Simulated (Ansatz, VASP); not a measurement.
**AlN in VASP and in Ansatz**

INCAR

```
PREC = Accurate
ENCUT = 520
EDIFF = 1E-7
ISMEAR = 0
SIGMA = 0.05
LREAL = False
LASPH = True
NELM = 60
ALGO = Normal
ISIF = 2
LWAVE = False
LCHARG = False
GGA = PS
NBANDS = 26
```

Contents of KPOINTS:

```
regular mesh
0
Gamma
  8 8 3
```

POSCAR

```
AlN
1.0
   -3.1135599822      0.0000000000      0.0000000000
   -1.5567799911     -2.6964220408      0.0000000000
    0.0000000000      0.0000000000     11.1667009506
Al N
4 4
Direct
    0.3333333333      0.3333333333      0.8073048133
    0.3333333333      0.3333333333      0.3610359916
    0.6666666667      0.6666666667      0.1379015808
    0.6666666667      0.6666666667      0.5841704025
    0.3333333333      0.3333333333      0.0852328300
    0.3333333333      0.3333333333      0.5315016517
    0.6666666667      0.6666666667      0.3083672409
    0.6666666667      0.6666666667      0.7546360626
```

Input for Ansatz:

```yaml
crystal:
  lattice:
    - [-3.1135599822, 0.0, 0.0]
    - [-1.5567799911, -2.6964220408, 0.0]
    - [0.0, 0.0, 11.1667009506]
  atoms:
    - { symbol: Al, position: [0.3333333333, 0.3333333333, 0.8073048133] }
    - { symbol: Al, position: [0.3333333333, 0.3333333333, 0.3610359916] }
    - { symbol: Al, position: [0.6666666667, 0.6666666667, 0.1379015808] }
    - { symbol: Al, position: [0.6666666667, 0.6666666667, 0.5841704025] }
    - { symbol: "N", position: [0.3333333333, 0.3333333333, 0.08523283] }
    - { symbol: "N", position: [0.3333333333, 0.3333333333, 0.5315016517] }
    - { symbol: "N", position: [0.6666666667, 0.6666666667, 0.3083672409] }
    - { symbol: "N", position: [0.6666666667, 0.6666666667, 0.7546360626] }
basis:
  ecutwfc: 520.0
kpoints:
  mp_grid: { grid: [8, 8, 3] }
hamiltonian:
  xc: pbesol
  pseudopotentials: { kind: paw, azcp: { folder: soft_1 } }
scf:
  occupations: { method: gaussian, width: 0.05 }
output:
  forces: true
  stress: true
  eigenvalues: true
```

Alike in both runs: task single point; functional PBEsol; k mesh 8 × 8 × 3; occupations gaussian, width 0.05 eV; no spin polarisation.

|  | VASP | Ansatz |
| --- | --- | --- |
| version | VASP 6.6.1 | Ansatz 0.2.0 |
| potentials or method | VASP PAW PBE potentials, release 64 (Al, N), cutoff 520 eV | scalar-relativistic, plane waves, PAW |
| valence electrons in the cell | 32 | 32 |

VASP gave:

| Quantity | Value |
| --- | --- |
| gap on the k mesh at the Fermi level (eV) | 0.47 |
| least direct gap on the mesh (eV) | 0.47 |
| pressure (GPa) | -4.0 |
| traceless stress, the component that is largest in VASP (GPa) | -6.40 |
| rms of the force components (eV/Å) | 0.734 |

**Question.** Estimate Ansatz's values.

**Answer.** gap on the k mesh at the Fermi level (eV): 0.46; least direct gap on the mesh (eV): 0.46; pressure (GPa): -4.0; traceless stress, the component that is largest in VASP (GPa): -6.27; rms of the force components (eV/Å): 0.737.

VASP's potentials were made for PBE, not for PBEsol, and Ansatz warns of the same on its side. Atom by atom the forces differ by 0.004 eV/Å (rms over components).
